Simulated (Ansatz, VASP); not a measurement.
BN in VASP and in Ansatz

```xyz
4
Lattice="2.7455 0.0000 0.0000 -1.3727 2.3777 0.0000 0.0000 0.0000 4.2269" Properties=species:S:1:pos:R:3 pbc="T T T"
B     1.3727    0.7926    4.2257
B     0.0000    1.5851    2.1123
N     1.3727    0.7926    2.6430
N     0.0000    1.5851    0.5295
```

Change from the starting cell: strain +0.0750 x Voigt [1, 1, 0, 0, 0, 0], atoms carried along.

Alike in both runs: task single point; functional PBEsol; k mesh 12 × 12 × 6; occupations gaussian, width 0.05 eV; no spin polarisation.

|  | VASP | Ansatz |
| --- | --- | --- |
| version | VASP 6.6.1 | Ansatz 0.2.0 |
| potentials or method | VASP PAW PBE potentials, release 64 (B, N), cutoff 520 eV | scalar-relativistic, plane waves, PAW |
| valence electrons in the cell | 16 | 16 |

Ansatz gave:

| Property | Result |
| --- | --- |
| gap on the k mesh at the Fermi level (eV) | 5.32 |
| least direct gap on the mesh (eV) | 6.43 |
| pressure (GPa) | -43.8 |
| traceless stress, the component that is largest in VASP (GPa) | 31.44 |
| rms of the force components (eV/Å) | 0.055 |

Task: Estimate VASP's values.

Result: gap on the k mesh at the Fermi level (eV): 5.31; least direct gap on the mesh (eV): 6.44; pressure (GPa): -43.6; traceless stress, the component that is largest in VASP (GPa): 31.66; rms of the force components (eV/Å): 0.047.

VASP's potentials were made for PBE, not for PBEsol. Atom by atom the forces differ by 0.008 eV/Å (rms over components). Both programs put the cell under strong tension, so it lies far from rest at this level. The functional is the same, so the differences come from potentials, cutoffs and numerics.

Noted on VASP's run: the cell as given lies far from equilibrium.
